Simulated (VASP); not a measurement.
# BN (P6_3/mmc) in VASP: single point with r2SCANh

Aim: the single point of BN with r2SCANh.

Program: VASP 6.6.1. These are calculated values, not measurements. Logs are shortened: lines on timing, memory, paths and dates and some standing lists are left out, and cuts for length are marked.

### Step 1. The cell of the first run

Symmetry: P6_3/mmc, No. 194, hexagonal system. The conventional cell has a = 2.488 Å, b = 2.488 Å, c = 6.495 Å, α = 90.00°, β = 90.00°, γ = 120.00°. B (site symmetry -6m2) has 3 N at 1.44 Å within 1.9 Å. Within 1.9 Å of N (site symmetry -6m2) lie 3 B at 1.44 Å.

### Step 2. Single point, r2SCANh

POSCAR

```
BN
1.0
    2.4883437600      0.0000000000      0.0000000000
   -1.2441718800      2.1549689100      0.0000000000
    0.0000000000      0.0000000000      6.4954828800
B N
2 2
Direct
    0.3333333333      0.6666666667      0.2500000000
    0.6666666667      0.3333333333      0.7500000000
    0.3333333333      0.6666666667      0.7500000000
    0.6666666667      0.3333333333      0.2500000000
```

INCAR.step1

```
SYSTEM = BN
PREC     = Accurate       ! precision mode
ENCUT    = 580            ! plane-wave cutoff, eV
EDIFF    = 1E-5           ! SCF threshold, eV
ISMEAR   = -1             ! smearing method
SIGMA    = 0.01           ! smearing width, eV
LREAL    = .FALSE.        ! projectors in reciprocal space
LASPH    = .TRUE.         ! aspherical terms in the spheres
NELM     = 120            ! most SCF steps
ALGO     = Normal         ! electronic algorithm
ISIF     = 2              ! what is computed and relaxed
LWAVE    = .TRUE.         ! write WAVECAR
NBANDS   = 16             ! bands
GGA      = PE             ! functional
GGA_COMPAT= .FALSE.      
ISYM     = -1
```

INCAR.step2

```
SYSTEM = BN
PREC     = Accurate       ! precision mode
ENCUT    = 580            ! plane-wave cutoff, eV
EDIFF    = 1E-6           ! SCF threshold, eV
ISMEAR   = -1             ! smearing method
SIGMA    = 0.01           ! smearing width, eV
LREAL    = .FALSE.        ! projectors in reciprocal space
LASPH    = .TRUE.         ! aspherical terms in the spheres
NELM     = 120            ! most SCF steps
ALGO     = Normal         ! electronic algorithm
ISIF     = 2              ! what is computed and relaxed
LWAVE    = .FALSE.        ! write WAVECAR
LCHARG   = .TRUE.         ! write CHGCAR
METAGGA  = R2SCAN         ! meta-GGA
LHFCALC  = .TRUE.         ! exact exchange
AEXX     = 0.1            ! exact-exchange fraction
LMIXTAU  = .TRUE.       
PRECFOCK = Normal       
LELF     = .TRUE.         ! ELF
LVHAR    = .TRUE.       
NBANDS   = 16             ! bands
ISTART   = 1            
GGA_COMPAT= .FALSE.      
ISYM     = -1
```

KPOINTS

```
explicit points
9
Reciprocal
  0.08333333   0.08333333   0.25000000 1
  0.08333333   0.41666667   0.25000000 1
  0.08333333   0.75000000   0.25000000 1
  0.41666667   0.08333333   0.25000000 1
  0.41666667   0.41666667   0.25000000 1
  0.41666667   0.75000000   0.25000000 1
  0.75000000   0.08333333   0.25000000 1
  0.75000000   0.41666667   0.25000000 1
  0.75000000   0.75000000   0.25000000 1
```

Potentials or basis: VASP PAW PBE potentials, release 64 (B, N).

Started as:

```console
cat potpaw_PBE.64/B/POTCAR potpaw_PBE.64/N/POTCAR > POTCAR
cp INCAR.step1 INCAR
mpirun -np 1 vasp_std > vasp.out
cp INCAR.step2 INCAR
mpirun -np 1 vasp_std > vasp.out
```

OUTCAR:

```text
SYSTEM = BN
   PREC = Accurate
   ENCUT = 580
   EDIFF = 1E-6
   ISMEAR = -1
   LREAL = .FALSE.
   LASPH = .TRUE.
   NELM = 120
   ISIF = 2
   METAGGA = R2SCAN
   LHFCALC = .TRUE.
   AEXX = 0.1
   PRECFOCK = Normal
   ISTART = 1
   ISYM = -1

 ion  position               nearest neighbor table
   1  0.333  0.667  0.250-   4 1.44   4 1.44   4 1.44
   2  0.667  0.333  0.750-   3 1.44   3 1.44   3 1.44
   3  0.333  0.667  0.750-   2 1.44   2 1.44   2 1.44
   4  0.667  0.333  0.250-   1 1.44   1 1.44   1 1.44

IMPORTANT INFORMATION: All symmetrisations will be switched off!
NOSYMM: (Re-)initialisation of all symmetry stuff for point group C_1.

----------------------------------------------------------------------------------------

                                     Primitive cell

  volume of cell :      34.8308

  direct lattice vectors                    reciprocal lattice vectors
     2.488343760  0.000000000  0.000000000     0.401873735  0.232021909  0.000000000
    -1.244171880  2.154968910  0.000000000     0.000000000  0.464043818  0.000000000
     0.000000000  0.000000000  6.495482880     0.000000000  0.000000000  0.153953142

  length of vectors
     2.488343760  2.488343760  6.495482880     0.464043818  0.464043818  0.153953142

  position of ions in fractional coordinates (direct lattice)
     0.333333333  0.666666667  0.250000000
     0.666666667  0.333333333  0.750000000
     0.333333333  0.666666667  0.750000000
     0.666666667  0.333333333  0.250000000

  ion indices of the primitive-cell ions
   primitive index   ion index
                 1           1
                 2           2
                 3           3
                 4           4

----------------------------------------------------------------------------------------

 KPOINTS: explicit points

Read explicit list of k-points.

 Found      9 k-points:

 Following reciprocal coordinates:
            Coordinates               Weight
  0.083333  0.083333  0.250000      0.111111
  0.083333  0.416667  0.250000      0.111111
  0.083333  0.750000  0.250000      0.111111
  0.416667  0.083333  0.250000      0.111111
  0.416667  0.416667  0.250000      0.111111
  0.416667  0.750000  0.250000      0.111111
  0.750000  0.083333  0.250000      0.111111
  0.750000  0.416667  0.250000      0.111111
  0.750000  0.750000  0.250000      0.111111
   k-points           NKPTS =      9   k-points in BZ     NKDIM =      9   number of bands    NBANDS=     16
   number of dos      NEDOS =    301   number of ions     NIONS =      4
   total plane-waves  NPLWV =  21600
   dimension x,y,z NGX =    20 NGY =   20 NGZ =   54
   dimension x,y,z NGXF=    40 NGYF=   40 NGZF=  108
   ions per type =               2   2
   NGX,Y,Z   is equivalent  to a cutoff of  13.36, 13.36, 13.82 a.u.
   NGXF,Y,Z  is equivalent  to a cutoff of  26.72, 26.72, 27.64 a.u.
 SYSTEM =  BN
   PREC   = accura    normal or accurate (medium, high low for compatibility)
   ISTART =      1    job   : 0-new  1-cont  2-samecut
   ICHARG =      0    charge: 1-file 2-atom 10-const
   ISPIN  =      1    spin polarized calculation?
   LNONCOLLINEAR =      F non collinear calculations
   LSORBIT =      F    spin-orbit coupling
   LASPH  =      T    aspherical Exc in radial PAW
   ENCUT  =  580.0 eV  42.63 Ry    6.53 a.u.   4.89  4.89 12.76*2*pi/ulx,y,z
   NELM   =    120;   NELMIN=  2; NELMDL=  0     # of ELM steps
   EDIFF  = 0.1E-05   stopping-criterion for ELM
   LREAL  =      F    real-space projection
   EDIFFG = 0.1E-04   stopping-criterion for IOM
   NSW    =      0    number of steps for IOM
   IBRION =     -1    ionic relax: 0-MD 1-quasi-New 2-CG
   NFREE  =      0    steps in history (QN), initial steepest desc. (CG)
   ISIF   =      2    stress and relaxation
   ISYM   =     -1    0-nonsym 1-usesym 2-fastsym
   POTIM  = 0.5000    time-step for ionic-motion
   TEBEG  =    0.0;   TEEND  =   0.0 temperature during run
   PSTRESS=    0.0 pullay stress
   NELECT =      16.0000    total number of electrons
   NUPDOWN=      -1.0000    fix difference up-down
   EMIN   =  10.00;   EMAX   =-10.00  energy-range for DOS
   EFERMI =   0.00;   METHOD = LEGACY
   ISMEAR =    -1;   SIGMA  =   0.01  broadening in eV -4-tet -1-fermi 0-gaus
   EFERMI_NEDOS =   21; number of points for ismear=-14 and -15
   IALGO  =     38    algorithm
   IMIX   =      1    mixing-type and parameters
     AMIX     =   0.40;   BMIX     =  1.00
     AMIX_MAG =   1.60;   BMIX_MAG =  1.00
  volume/ion in A,a.u.               =       8.71        58.76
  Fermi-wavevector in a.u.,A,eV,Ry     =   1.263166  2.387038 21.709310  1.595589
  Thomas-Fermi vector in A             =   2.396537
   LORBIT       =      0    0 simple, 1 ext, 2 COOP (PROOUT), +10 PAW based schemes
   METAGGA = R2SCAN    functional components
   LHFCALC =     T    Hartree Fock is set to
   PRECFOCK=normal    Normal, Fast or Accurate (Low or Medium for compatibility)
   ENCUT4O =  -1.0   cutoff for four orbital integrals eV
   NKREDX  =     1    reduce k-point grid by
   NKREDY  =     1    reduce k-point grid by
   NKREDZ  =     1    reduce k-point grid by
   AEXX    =    0.1000 exact exchange contribution
   HFSCREEN=    0.0000 screening length (either q_TF or 0.3 A-1)
   HFSCREENC=   0.0000 screening length for correlation (either q_TF or 0.3 A-1)
   ENCUTFOCK=  -1.0 apply spherical cutoff to Coloumb kernel
   IVDW    =     0    specifies the selected vdW correction
   LEPSILON=     F    determine dielectric tensor
   LRPA    =     F    only Hartree local field effects (RPA)
 non-spin polarized calculation
  energy-cutoff  :      580.00
  volume of cell :       34.83
 maximum number of plane-waves:      1116
 NGX is ok and might be reduce to    20
  NGX = 16; NGY = 16; NGZ = 40

 number of electron      15.9999998 magnetization

 Free energy of the ion-electron system (eV)
  ---------------------------------------------------
  ext. energy  EPLUGINS =         0.00000000
  ---------------------------------------------------
  free energy    TOTEN  =       -41.37479214 eV

  energy without entropy =      -41.37479214  energy(sigma->0) =      -41.37479214

 E-fermi :   1.8508     XC(G=0):  -9.9680

 val. band max:        1.5190338865   @ k =   0.4167   0.4167   0.2500
 cond. band min:       7.8275445493   @ k =   0.4167   0.4167   0.2500
 fundamental gap:      6.3085106628
 Fermi energy:         1.8507844326

 k-point     1 :       0.0833    0.0833    0.2500
  band No.  band energies     occupation
      1     -17.2193      2.00000
      2     -16.9830      2.00000
      3      -4.0750      2.00000
      4      -2.4128      2.00000
      5      -1.2206      2.00000
      6      -1.1881      2.00000
[... 8 lines left out ...]
     15      16.9422      0.00000
     16      17.5639      0.00000

 k-point     2 :       0.0833    0.4167    0.2500
  band No.  band energies     occupation
      1     -14.2776      2.00000
      2     -14.1949      2.00000
      3      -7.6012      2.00000
      4      -7.5382      2.00000
      5      -3.0772      2.00000
      6      -3.0146      2.00000
[... 8 lines left out ...]
     15      19.1174      0.00000
     16      22.3349      0.00000

 k-point     3 :       0.0833    0.7500    0.2500
  band No.  band energies     occupation
      1     -16.6575      2.00000
      2     -16.4370      2.00000
      3      -3.3136      2.00000
      4      -2.8301      2.00000
      5      -2.8074      2.00000
      6      -1.6647      2.00000
[... 8 lines left out ...]
     15      18.5057      0.00000
     16      18.7836      0.00000

 k-point     4 :       0.4167    0.0833    0.2500
  band No.  band energies     occupation
      1     -14.2776      2.00000
      2     -14.1949      2.00000
      3      -7.6012      2.00000
      4      -7.5382      2.00000
      5      -3.0772      2.00000
      6      -3.0146      2.00000
[... 8 lines left out ...]
     15      19.1174      0.00000
     16      22.3349      0.00000

 k-point     5 :       0.4167    0.4167    0.2500
  band No.  band energies     occupation
      1     -13.9726      2.00000
      2     -13.9185      2.00000
      3      -7.5012      2.00000
      4      -7.4342      2.00000
      5      -4.1413      2.00000
      6      -4.0725      2.00000
[... 8 lines left out ...]
     15      18.9161      0.00000
     16      21.6885      0.00000

 k-point     6 :       0.4167    0.7500    0.2500
  band No.  band energies     occupation
      1     -15.1627      2.00000
      2     -14.9975      2.00000
      3      -5.6557      2.00000
      4      -5.6131      2.00000
      5      -3.3760      2.00000
      6      -3.3200      2.00000
[... 8 lines left out ...]
     15      18.7191      0.00000
     16      20.2601      0.00000

 k-point     7 :       0.7500    0.0833    0.2500
  band No.  band energies     occupation
      1     -16.6575      2.00000
      2     -16.4370      2.00000
      3      -3.3136      2.00000
      4      -2.8301      2.00000
      5      -2.8074      2.00000
      6      -1.6647      2.00000
[... 8 lines left out ...]
     15      18.5057      0.00000
     16      18.7836      0.00000

 k-point     8 :       0.7500    0.4167    0.2500
  band No.  band energies     occupation
      1     -15.1627      2.00000
      2     -14.9975      2.00000
      3      -5.6557      2.00000
      4      -5.6131      2.00000
      5      -3.3760      2.00000
      6      -3.3200      2.00000
[... 8 lines left out ...]
     15      18.7191      0.00000
     16      20.2601      0.00000

 k-point     9 :       0.7500    0.7500    0.2500
  band No.  band energies     occupation
      1     -14.3905      2.00000
      2     -14.2705      2.00000
      3      -6.4355      2.00000
      4      -6.4097      2.00000
      5      -4.5506      2.00000
      6      -4.5055      2.00000
[... 8 lines left out ...]
     15      19.0118      0.00000
     16      20.2110      0.00000

------------------------ aborting loop because EDIFF is reached ----------------------------------------

  FORCE on cell =-STRESS in cart. coord.  units (eV):
  Direction    XX          YY          ZZ          XY          YZ          ZX
  --------------------------------------------------------------------------------------
  -------------------------------------------------------------------------------------
  Total        0.9349001      1.1078050      0.2540778      0.1497401     -0.0128595     -0.0074246
  in kB       43.0044089     50.9578497     11.6873061      6.8878850     -0.5915250     -0.3415232
  external PRESSURE =      35.2165216 kB  Pullay stress =       0.0000000 kB

 VOLUME and BASIS-vectors are now :
 -----------------------------------------------------------------------------
  energy-cutoff  :      580.00
  volume of cell :       34.83
      direct lattice vectors                 reciprocal lattice vectors
     2.488343760  0.000000000  0.000000000     0.401873735  0.232021909  0.000000000
    -1.244171880  2.154968910  0.000000000     0.000000000  0.464043818  0.000000000
     0.000000000  0.000000000  6.495482880     0.000000000  0.000000000  0.153953142

 POSITION                                       TOTAL-FORCE (eV/Angst)
 -----------------------------------------------------------------------------------
     -0.00000      1.43665      1.62387         0.199008     -0.114897     -0.000000
      1.24417      0.71832      4.87161        -0.199008      0.114897      0.000000
     -0.00000      1.43665      4.87161         0.198069     -0.114355     -0.000000
      1.24417      0.71832      1.62387        -0.198069      0.114355      0.000000
 -----------------------------------------------------------------------------------
    total drift:                                0.000000     -0.000000      0.000000

  FREE ENERGIE OF THE ION-ELECTRON SYSTEM (eV)
  ---------------------------------------------------
  free  energy   TOTEN  =       -41.3747921434 eV

  energy  without entropy=      -41.3747921434  energy(sigma->0) =      -41.37479214
```

It took 88 s on 1 thread of Intel Xeon Platinum 8259CL at 2.50GHz (Skylake/Cascade Lake), shared host; peak memory 0.16 GiB.

Results:

* Free energy: -41.3748 eV
* Pressure: 3.5 GPa
* Largest force: 0.230 eV/Å
* Band gap on the k mesh: 6.31 eV

Forces on the atoms (eV/Å):
```
B    0.199 -0.115  0.000
B   -0.199  0.115  0.000
N    0.198 -0.114  0.000
N   -0.198  0.114  0.000
```

Stress tensor (GPa, compression positive):
```
 4.30  0.69 -0.03
 0.69  5.10 -0.06
-0.03 -0.06  1.17
```

Caveat: the cell stands under pressure; the PAW data sets were made with another functional, which shifts forces and pressure a little; a shifted mesh leaves out Γ, where band edges can lie. A k mesh can miss the band edges.
